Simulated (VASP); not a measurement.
# SnTe (P4/mmm) in VASP: notebook

SnTe is run at these levels: PBE; tasks: relaxation of cell and atoms, single point.

All numbers are computed with VASP 6.6.1; they aren't measurements. Logs are shortened: lines on timing, memory, paths and dates and some standing lists are left out, and cuts for length are marked.

**1. The cell of the first run**

The structure is tetragonal, space group P4/mmm (No. 123). Conventional cell: a = 3.619 Å, b = 3.619 Å, c = 4.851 Å, α = 90.00°, β = 90.00°, γ = 90.00°. Sn (site symmetry 4/mmm) has 2 Te at 2.43 Å within 3.2 Å. Te (site symmetry 4/mmm) has 2 Sn at 2.43 Å within 3.2 Å.

The cell was generated, and may not be a known phase.

**2. Relaxation of cell and atoms, PBE**

INCAR

```
ALGO = Normal
EDIFF = 1E-7
EDIFFG = -0.04
ENCUT = 600
GGA = PE
IBRION = 2
ISIF = 3
ISMEAR = 0
LASPH = True
LCHARG = False
LREAL = False
LWAVE = False
NELM = 80
NSW = 90
PREC = Accurate
SIGMA = 0.1
```

KPOINTS

```
k-points
0
Gamma
  6 6 4
```

POSCAR

```
SnTe
1.0
    3.6189621900      0.0000000000      0.0000000000
    0.0000000000      3.6189621900      0.0000000000
    0.0000000000      0.0000000000      4.8514601100
Sn Te
1 1
Direct
    0.0000000000      0.0000000000      0.5000000000
    0.0000000000      0.0000000000      0.0000000000
```

Potentials or basis: VASP PAW PBE potentials, release 64 (Sn_d, Te).

The run is started by

```console
$ cat potpaw_PBE.64/Sn_d/POTCAR potpaw_PBE.64/Te/POTCAR > POTCAR
$ mpirun -np 1 vasp_std > vasp.out
```

OUTCAR:

```text
EDIFF = 1E-7
   EDIFFG = -0.04
   ENCUT = 600
   GGA = PE
   IBRION = 2
   ISIF = 3
   ISMEAR = 0
   LASPH = True
   LREAL = False
   NELM = 80
   NSW = 90
   PREC = Accurate

 ion  position               nearest neighbor table
   1  0.000  0.000  0.500-   2 2.43   2 2.43
   2  0.000  0.000  0.000-   1 2.43   1 2.43

  LATTYP: Found a simple tetragonal cell.
 ALAT       =     3.6189621900
 C/A-ratio  =     1.3405666750

  Lattice vectors:

 A1 = (   3.6189621900,   0.0000000000,   0.0000000000)
 A2 = (   0.0000000000,   3.6189621900,   0.0000000000)
 A3 = (   0.0000000000,   0.0000000000,   4.8514601100)

Analysis of symmetry for initial positions (statically):
=====================================================================
 Subroutine PRICEL returns:
 Original cell was already a primitive cell.

 Routine SETGRP: Setting up the symmetry group for a
 simple tetragonal supercell.

 Subroutine GETGRP returns: Found 16 space group operations
 (whereof 16 operations were pure point group operations)
 out of a pool of 16 trial point group operations.

The static configuration has the point symmetry D_4h.

Analysis of symmetry for dynamics (positions and initial velocities):
=====================================================================
 Subroutine PRICEL returns:
 Original cell was already a primitive cell.

 Routine SETGRP: Setting up the symmetry group for a
 simple tetragonal supercell.

 Subroutine GETGRP returns: Found 16 space group operations
 (whereof 16 operations were pure point group operations)
 out of a pool of 16 trial point group operations.

The dynamic configuration has the point symmetry D_4h.

 Subroutine INISYM returns: Found 16 space group operations
 (whereof 16 operations are pure point group operations),
 and found     1 'primitive' translations

----------------------------------------------------------------------------------------

                                     Primitive cell

  volume of cell :      63.5390

  direct lattice vectors                    reciprocal lattice vectors
     3.618962190  0.000000000  0.000000000     0.276322312  0.000000000  0.000000000
     0.000000000  3.618962190  0.000000000     0.000000000  0.276322312  0.000000000
     0.000000000  0.000000000  4.851460110     0.000000000  0.000000000  0.206123513

  length of vectors
     3.618962190  3.618962190  4.851460110     0.276322312  0.276322312  0.206123513

[... 79 lines left out ...]
   NELM   =     80;   NELMIN=  2; NELMDL= -5     # of ELM steps
   EDIFF  = 0.1E-06   stopping-criterion for ELM
   LREAL  =      F    real-space projection
   EDIFFG = -.4E-01   stopping-criterion for IOM
   NSW    =     90    number of steps for IOM
   IBRION =      2    ionic relax: 0-MD 1-quasi-New 2-CG
   NFREE  =      1    steps in history (QN), initial steepest desc. (CG)
   ISIF   =      3    stress and relaxation
   ISYM   =      2    0-nonsym 1-usesym 2-fastsym
   POTIM  = 0.5000    time-step for ionic-motion
   TEBEG  =    0.0;   TEEND  =   0.0 temperature during run
   PSTRESS=    0.0 pullay stress
   NELECT =      20.0000    total number of electrons
   NUPDOWN=      -1.0000    fix difference up-down
   EMIN   =  10.00;   EMAX   =-10.00  energy-range for DOS
   EFERMI =   0.00;   METHOD = LEGACY
   ISMEAR =     0;   SIGMA  =   0.10  broadening in eV -4-tet -1-fermi 0-gaus
   EFERMI_NEDOS =   21; number of points for ismear=-14 and -15
   IALGO  =     38    algorithm
   IMIX   =      4    mixing-type and parameters
     AMIX     =   0.40;   BMIX     =  1.00
     AMIX_MAG =   1.60;   BMIX_MAG =  1.00
  volume/ion in A,a.u.               =      31.77       214.39
  Fermi-wavevector in a.u.,A,eV,Ry     =   1.113622  2.104441 16.873333  1.240155
  Thomas-Fermi vector in A             =   2.250209
   LORBIT       =      0    0 simple, 1 ext, 2 COOP (PROOUT), +10 PAW based schemes
   GGA     = PE    functional components
   LHFCALC =     F    Hartree Fock is set to
   AEXX    =    0.0000 exact exchange contribution
   IVDW    =     0    specifies the selected vdW correction
   LEPSILON=     F    determine dielectric tensor
   LRPA    =     F    only Hartree local field effects (RPA)
 conjugate gradient relaxation of ions
 non-spin polarized calculation
 Gauss-broadening in eV      SIGMA  =   0.10
  energy-cutoff  :      600.00
  volume of cell :       63.54
 maximum number of plane-waves:      2158
 NGX is ok and might be reduce to    30
   NGX = 15   NGY = 15   NGZ = 19

--------------------------------------- Ionic step        1  -------------------------------------------

 number of electron      20.0000005 magnetization

 Free energy of the ion-electron system (eV)
  ---------------------------------------------------
  ext. energy  EPLUGINS =         0.00000000
  ---------------------------------------------------
  free energy    TOTEN  =        -4.36316783 eV

  energy without entropy =       -4.35549289  energy(sigma->0) =       -4.35933036

------------------------ aborting loop because EDIFF is reached ----------------------------------------

  FORCE on cell =-STRESS in cart. coord.  units (eV):
  Direction    XX          YY          ZZ          XY          YZ          ZX
  --------------------------------------------------------------------------------------
  -------------------------------------------------------------------------------------
  Total       -0.0125212     -0.0125212     26.1335149      0.0000000      0.0000000      0.0000000
  in kB       -0.3157290     -0.3157290    658.9733504      0.0000000      0.0000000      0.0000000
  external PRESSURE =     219.4472975 kB  Pullay stress =       0.0000000 kB
[... 914 lines left out ...]
      3     -12.0424      2.00000
      4     -12.0372      2.00000
      5     -11.9452      2.00000
      6      -2.7033      2.00000
      7       1.9720      2.00000
      8       2.0488      2.00000
      9       4.8575      2.00000
     10       8.4770      2.00000
     11      10.3274      0.00000
     12      13.5609      0.00000
     13      14.3940      0.00000
     14      14.4067      0.00000

 [... further k-points ...]

[... ionic steps 4 to 16 ...]

--------------------------------------- Ionic step       17  -------------------------------------------

 number of electron      19.9999989 magnetization

------------------------ aborting loop because EDIFF is reached ----------------------------------------
[... 67 lines left out ...]
--------------------------------------- Ionic step       19  -------------------------------------------

 number of electron      19.9999991 magnetization

 Free energy of the ion-electron system (eV)
  ---------------------------------------------------
  ext. energy  EPLUGINS =         0.00000000
  ---------------------------------------------------
  free energy    TOTEN  =        -6.89816345 eV

  energy without entropy =       -6.89254912  energy(sigma->0) =       -6.89535629

 E-fermi :   6.3168     XC(G=0):  -9.4928

 val. band max:        6.3121160109   @ k =   0.1667   0.1667   0.5000
 cond. band min:       6.4329702350   @ k =   0.3333   0.3333   0.5000
 fundamental gap:      0.1208542241
 Fermi energy:         6.3167720640
[... 437 lines left out ...]
  FREE ENERGIE OF THE ION-ELECTRON SYSTEM (eV)
  ---------------------------------------------------
  free  energy   TOTEN  =        -6.8981634534 eV

  energy  without entropy=       -6.8925491247  energy(sigma->0) =       -6.89535629

 reached required accuracy - stopping structural energy minimisation
```

OSZICAR:

```text
N       E                     dE             d eps       ncg     rms          rms(c)
DAV:   1     0.130204689040E+03    0.13020E+03   -0.10718E+04   846   0.181E+03
DAV:   2     0.654667794994E+01   -0.12366E+03   -0.12123E+03   870   0.379E+02
DAV:   3    -0.417169035233E+01   -0.10718E+02   -0.10485E+02  1086   0.101E+02
DAV:   4    -0.447985638039E+01   -0.30817E+00   -0.30688E+00   942   0.184E+01
[... 215 lines left out ...]
DAV:   2    -0.689854590448E+01    0.72125E-03   -0.11614E-03  1060   0.373E-01    0.909E-02
DAV:   3    -0.689815863672E+01    0.38727E-03   -0.70364E-04   964   0.278E-01    0.118E-02
DAV:   4    -0.689816351022E+01   -0.48735E-05   -0.63176E-05   882   0.587E-02    0.672E-03
DAV:   5    -0.689816347681E+01    0.33411E-07   -0.18009E-06  1182   0.115E-02    0.142E-03
DAV:   6    -0.689816345344E+01    0.23367E-07   -0.82076E-08   516   0.236E-03
  19 F= -.68981635E+01 E0= -.68953563E+01  d E =-.293576E-03
```

It took 4.4 min on 1 thread of Intel Xeon Platinum 8488C (Sapphire Rapids), shared host; peak memory 0.21 GiB.

What came out:

```
Free energy                           : -6.8982 eV
Relaxed volume                        : 31.56 Å³/atom
Relaxed cell                          : a = 3.139 Å, b = 3.139 Å, c = 6.409 Å, α = 90.00°, β = 90.00°, γ = 90.00°
Space group after relaxing (to 0.1 Å) : P4/mmm (No. 123)
Energy gained by relaxing             : 1267.5 meV/atom
Ionic steps                           : 19
Pressure after relaxing               : 0.0 GPa
Band gap on the k mesh                : zero (bands 10 and 11 overlap by 3.74 eV)
```

The path:
| step | energy change (eV) | largest force (eV/Å) | pressure (GPa) | volume (Å³) |
| --- | --- | --- | --- | --- |
| 1 | 0.0000 | 0.0000 | 21.94 | 63.54 |
| 2 | -1.1818 | 0.0000 | -6.53 | 103.53 |
| 3 | -1.4124 | 0.0000 | -6.70 | 97.96 |
| 4 | -1.5966 | 0.0000 | -6.65 | 93.36 |
| 5 | -1.9813 | 0.0000 | -4.03 | 78.45 |
| 6 | -1.9423 | 0.0000 | -0.84 | 73.92 |
| 7 | -1.9882 | 0.0000 | -3.24 | 77.18 |
| 8 | -2.2086 | 0.0000 | -2.46 | 70.34 |
| 9 | -2.0555 | 0.0000 | 15.19 | 51.41 |
| 10 | -2.3451 | 0.0000 | -0.51 | 65.25 |
| 11 | -2.4402 | 0.0000 | 4.25 | 58.16 |
| 12 | -2.4424 | 0.0000 | 2.74 | 59.89 |
| 13 | -2.4902 | 0.0000 | 3.45 | 59.12 |
| 14 | -2.4998 | 0.0000 | 3.02 | 59.38 |
| 15 | -2.4999 | 0.0000 | 3.08 | 59.34 |
| 16 | -2.5318 | 0.0000 | 0.82 | 61.99 |
| 17 | -2.5347 | 0.0000 | -0.09 | 63.23 |
| 18 | -2.5347 | 0.0000 | 0.00 | 63.13 |
| 19 | -2.5350 | 0.0000 | -0.01 | 63.13 |

Final structure:
```cif
data_structure
_symmetry_space_group_name_H-M 'P 1'
_symmetry_Int_Tables_number 1
_cell_length_a 3.1386
_cell_length_b 3.1386
_cell_length_c 6.4085
_cell_angle_alpha 90.000
_cell_angle_beta 90.000
_cell_angle_gamma 90.000
_cell_volume 63.13
loop_
_atom_site_label
_atom_site_type_symbol
_atom_site_fract_x
_atom_site_fract_y
_atom_site_fract_z
_atom_site_occupancy
Sn1 Sn 0.00000 0.00000 0.50000 1
Te1 Te 0.00000 0.00000 0.00000 1
```

Levels at points of the mesh, in eV from the Fermi level:
| k point | band 8 | band 9 | band 10 | band 11 | band 12 | band 13 |
| --- | --- | --- | --- | --- | --- | --- |
| (0.00, 0.00, 0.00) | -5.07 | 2.20 | 2.20 | 3.07 | 6.55 | 6.55 |
| (0.50, 0.00, 0.00) | -5.52 | -3.19 | -2.61 | 2.67 | 3.72 | 5.08 |
| (0.50, 0.50, 0.00) | -3.81 | -2.70 | -1.45 | -0.49 | -0.49 | 2.62 |
| (0.00, 0.00, 0.50) | -2.45 | -0.98 | 2.28 | 2.28 | 6.16 | 6.16 |
| (0.50, 0.00, 0.50) | -5.34 | -3.14 | -0.54 | 1.34 | 3.79 | 5.19 |
| (0.50, 0.50, 0.50) | -3.69 | -3.69 | -0.91 | -0.91 | 1.50 | 3.02 |

Caveat: a cell axis changed by over 15 % at a fixed basis, so the end point is rough; spin-orbit coupling is left out, which moves the levels of the heavy elements.

**3. Single point, PBE**

This run uses another cell than the first one, of 31.45 Å³/atom.

INCAR

```
PREC = Accurate ; ENCUT = 520
EDIFF = 1E-6 ; ISMEAR = 0
SIGMA = 0.1 ; LREAL = F
LASPH = T ; NELM = 80
ALGO = Normal ; ISIF = 2
LWAVE = F ; LCHARG = T
GGA = PE ; LELF = T
LVHAR = T ; NBANDS = 17
```

KPOINTS

```
regular mesh
0
Gamma
  18 18 10
```

POSCAR

```
SnTe
1.0
    3.1463487522      0.0000000000      0.0000000000
    0.0000000000      3.1463487522      0.0000000000
    0.0000000000      0.0000000000      6.3539554939
Sn Te
1 1
Direct
    0.0000000000      0.0000000000      0.5000000000
    0.0000000000      0.0000000000      0.0000000000
```

Potentials or basis: VASP PAW PBE potentials, release 64 (Sn_d, Te).

The run is started by

```console
$ cat potpaw_PBE.64/Sn_d/POTCAR potpaw_PBE.64/Te/POTCAR > POTCAR
$ mpirun -np 1 vasp_std > vasp.out
```

Wall time 1.8 min (1 thread of Intel Xeon Platinum 8488C (Sapphire Rapids), shared host); peak memory 0.45 GiB.

Results (log left out):

```
Free energy            : -7.0492 eV
Pressure               : 0.0 GPa
Band gap on the k mesh : zero (bands 10 and 11 overlap by 3.82 eV)
```

Levels at points of the mesh, in eV from the Fermi level:
```
           k point  band 8  band 9  band 10  band 11  band 12  band 13
(0.00, 0.00, 0.00)   -5.27    2.03     2.03     3.08     6.29     6.29
(0.50, 0.00, 0.00)   -5.64   -3.41    -2.78     2.50     3.53     5.07
(0.50, 0.50, 0.00)   -3.94   -2.94    -1.70    -0.70    -0.70     2.45
(0.00, 0.00, 0.50)   -2.51   -1.11     2.13     2.13     5.86     5.86
(0.50, 0.00, 0.50)   -5.43   -3.36    -0.62     1.18     3.61     5.11
(0.50, 0.50, 0.50)   -3.80   -3.80    -1.16    -1.16     1.40     2.89
```

Caveat: spin-orbit coupling is left out, which moves the levels of the heavy elements.

The gap in the log of VASP goes by the Fermi energy; the results here count the filled bands.